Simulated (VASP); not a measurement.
Set up this calculation in VASP 6.6.1, as the native input.

```
Task                   : electric field gradients
Functional             : LDA
Potentials or basis    : VASP PAW LDA potentials, release 64 (Na_pv, F)
Cutoff                 : 520 eV
k mesh                 : 10 × 10 × 10
Occupations            : fermi-dirac, width 0.02 eV
Spin                   : no spin polarisation
Dipole correction      : no
Further INCAR settings : ALGO = Normal; EDIFF = 1e-08; NBANDS = 14
```

The structure of NaF lies in POSCAR:

```
NaF
1.0
    0.0000000000      2.3233000000      2.3000670000
    2.3233000000      0.0000000000      2.3000670000
    2.3233000000      2.3233000000      0.0000000000
Na F
1 1
Direct
    0.0000000000      0.0000000000      0.0000000000
    0.5000000000      0.5000000000      0.5000000000
```

This cell differs from its parent crystal: zz strain of -1 %.

The input as run:

INCAR

```
  ALGO = Normal
  EDIFF = 1E-8
  ENCUT = 520
  ISIF = 2
  ISMEAR = -1
  LASPH = True
  LCHARG = False
  LEFG = True
  LREAL = False
  LWAVE = False
  NBANDS = 14
  NELM = 80
  PREC = Accurate
  SIGMA = 0.02
```

KPOINTS

```
k-points
0
Gamma
  10 10 10
```

Potentials or basis: VASP PAW LDA potentials, release 64 (Na_pv, F).

Launch:

```console
$ cat potpaw_LDA.64/Na_pv/POTCAR potpaw_LDA.64/F/POTCAR > POTCAR
$ mpirun -np 1 vasp_std > vasp.out
```

It gave:

```json
{
 "Pressure": "-4.3 GPa",
 "Band gap on the k mesh": "5.96 eV, direct"
}
```

Caveat: the cell differs from its parent crystal (zz strain of -1 %); without QUAD_EFG the Cq values of the log hold for a quadrupole moment of 1 mb, not for the nuclei.

Wall time 14 s on 1 thread of Intel(R) Xeon(R) Platinum 8488C (Sapphire Rapids), with other jobs on the host, peak memory 0.14 GiB.
